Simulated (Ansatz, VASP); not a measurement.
MoSe in VASP and in Ansatz

The input POSCAR:

```
MoSe
1.0
    0.0000000000      2.8392909707      2.8392909707
    2.8392909707      0.0000000000      2.8392909707
    2.8392909707      2.8392909707      0.0000000000
Mo Se
1 1
Direct
    0.0000000000      0.0000000000      0.0000000000
    0.2500000000      0.2500000000      0.2500000000
```

The input INCAR.step1:

```
SYSTEM = MoSe
  PREC = Accurate
  ENCUT = 520
  ISMEAR = 0
  SIGMA = 0.1
  LREAL = .False.
  LASPH = .True.
  NELM = 60
  NBANDS = 17
  GGA = PE
  ALGO = Normal
  EDIFF = 1E-4
  LWAVE = .True.
  LCHARG = .False.
```

Contents of INCAR.step2:

```
SYSTEM = MoSe
  PREC = Accurate
  ENCUT = 520
  EDIFF = 1E-7
  ISMEAR = 0
  SIGMA = 0.1
  LREAL = .False.
  LASPH = .True.
  NELM = 60
  ALGO = Normal
  ISIF = 2
  LWAVE = .False.
  LCHARG = .False.
  METAGGA = R2SCAN
  LMIXTAU = .True.
  NBANDS = 17
  ISTART = 1
```

File KPOINTS:

```
regular mesh
0
Gamma
  12 12 12
  0 0 0
```

Input for Ansatz:

```yaml
crystal:
  lattice:
    - [0.0, 2.8392909707, 2.8392909707]
    - [2.8392909707, 0.0, 2.8392909707]
    - [2.8392909707, 2.8392909707, 0.0]
  atoms:
    - { symbol: Mo, position: [0.0, 0.0, 0.0] }
    - { symbol: Se, position: [0.25, 0.25, 0.25] }
basis:
  ecutwfc: 500
kpoints:
  mp_grid: { grid: [12, 12, 12] }
hamiltonian:
  xc: r2scan
scf:
  occupations: { method: gaussian, width: 0.1 }
  lower_state_search: "off"
output:
  forces: true
  stress: true
  eigenvalues: true
```

Alike in both runs: task single point; functional r2SCAN; k mesh 12 × 12 × 12; occupations gaussian, width 0.1 eV; no spin polarisation.

```csv
,VASP,Ansatz
version,VASP 6.6.1,Ansatz 0.2.0
potentials or method,"VASP PAW PBE potentials, release 64 (Mo_sv, Se), cutoff 520 eV","scalar-relativistic, plane waves, PAW"
valence electrons in the cell,20,30
```

```csv
,VASP,Ansatz,Ansatz less VASP
gap on the k mesh at the Fermi level (eV),none,none,-
pressure (GPa),-3.2,-3.4,-0.14
```

VASP's potentials were made for PBE, not for r2SCAN. A gap of «none» marks a metal or a gap that the smearing closes. VASP's potentials hold 20 valence electrons a cell and Ansatz's 30, so a difference there can come from the potentials and not from the codes.
